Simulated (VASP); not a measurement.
Write the native input for VASP 6.6.1 that does the following.

| Property | Result |
| --- | --- |
| Task | single point |
| Functional | PBE |
| Potentials or basis | VASP PAW PBE potentials, release 64 (Mn_pv) |
| Cutoff | 500 eV |
| k mesh | 2 × 2 × 2 |
| Occupations | gaussian, width 0.012 eV |
| Spin | collinear spin, ferromagnetic start |
| Starting moments | [0.76] μB |
| Dipole correction | no |
| Further INCAR settings | ALGO = Normal; EDIFF = 1e-06; NBANDS = 16 |

The structure of Mn lies in POSCAR:

```
Mn
1.0
   -1.3281734554      1.5144556713      1.5657785010
    1.3370848772     -1.2438732457      1.3041074972
    1.3844115579      1.3001113482     -1.2951960755
Mn
1
Direct
    0.0000000000      0.0000000000      0.0000000000
```

One way to write it, as run:

INCAR

```
PREC = Accurate ; ENCUT = 500
EDIFF = 1E-6 ; ISMEAR = 0
SIGMA = 0.012 ; LREAL = F
LASPH = T ; NELM = 200
ALGO = Normal ; ISIF = 2
LWAVE = F ; LCHARG = F
ISPIN = 2 ; MAGMOM = 0.76
LORBIT = 11 ; LMAXMIX = 4
GGA = PE ; NBANDS = 16
GGA_COMPAT = F
```

KPOINTS

```
Automatic mesh
0
Gamma
  2 2 2
```

Potentials or basis: VASP PAW PBE potentials, release 64 (Mn_pv).

Command:

```sh
$ cat potpaw_PBE.64/Mn_pv/POTCAR > POTCAR
$ mpirun -np 1 vasp_std > vasp.out
```

It gave:

```
Pressure                                              : 29.1 GPa
Net moment                                            : 2.50 μB per cell
Site moments                                          : Mn +2.26 μB
Valence electrons inside the program's atomic spheres : Mn 12.08
```

Caveat: the k points lie up to 1.60 Å⁻¹ apart.

Run time: 6.9 s on 1 thread of Intel(R) Xeon(R) Platinum 8488C (Sapphire Rapids) (shared host), peak memory 0.12 GiB.
